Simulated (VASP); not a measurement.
Here is a VASP 6.6.1 calculation.

File INCAR:

```
PREC     = Accurate       # precision mode
ENCUT    = 520            # plane-wave cutoff, eV
EDIFF    = 1E-6           # SCF threshold, eV
ISMEAR   = 0              # smearing method
SIGMA    = 0.1            # smearing width, eV
LREAL    = F              # projectors in reciprocal space
LASPH    = T              # aspherical terms in the spheres
NELM     = 60             # most SCF steps
ALGO     = Normal         # electronic algorithm
ISIF     = 2              # what is computed and relaxed
LWAVE    = F              # write WAVECAR
LCHARG   = F              # write CHGCAR
LDIPOL   = T            
IDIPOL   = 3            
DIPOL    = 0.5 0.5 0.321
GGA      = CA             # functional
NBANDS   = 32             # bands
```

KPOINTS

```
regular mesh
0
Gamma
  5 5 1
```

POSCAR

```
Al12C
1.0
    5.6336864727      0.0000000000      0.0000000000
    0.0000000000      5.6336864727      0.0000000000
    0.0000000000      0.0000000000     19.6042970528
Al C
12 1
Direct
    0.2500000000      0.2500000000      0.2040369001
    0.2500000000      0.7500000000      0.2040369001
    0.7500000000      0.2500000000      0.2040369001
    0.7500000000      0.7500000000      0.2040369001
    0.0000000000      0.0000000000      0.3086956402
    0.0000000000      0.5000000000      0.3086956402
    0.5000000000      0.0000000000      0.3086956402
    0.5000000000      0.5000000000      0.3086956402
    0.2500000000      0.2500000000      0.4133939121
    0.2500000000      0.7500000000      0.4133939121
    0.7500000000      0.2500000000      0.4133939121
    0.7500000000      0.7500000000      0.4133939121
    0.3333333333      0.5000000000      0.4710801396
```

Potentials or basis: VASP PAW LDA potentials, release 64 (Al, C).

Command:

```bash
$ cat potpaw_LDA.64/Al/POTCAR potpaw_LDA.64/C/POTCAR > POTCAR
$ mpirun -np 1 vasp_std > vasp.out
```

Question: What does it give for the band gap on the k mesh?

Answer: Zero (bands 20 and 21 overlap by 0.66 eV).

Question: What does it give for the largest force?

Answer: 1.370 eV/Å.

Forces on the atoms (eV/Å):
```
Al  -0.039 -0.098  0.116
Al  -0.039  0.098  0.116
Al   0.049  0.051 -0.099
Al   0.049 -0.051 -0.099
Al  -0.080  0.000 -0.052
Al  -0.323  0.000 -0.113
Al   0.144  0.000  0.141
Al   0.168  0.000 -0.084
Al  -0.477 -1.036 -0.155
Al  -0.477  1.036 -0.155
Al  -0.172 -0.073  0.152
Al  -0.172  0.073  0.152
C    1.368  0.000  0.078
```
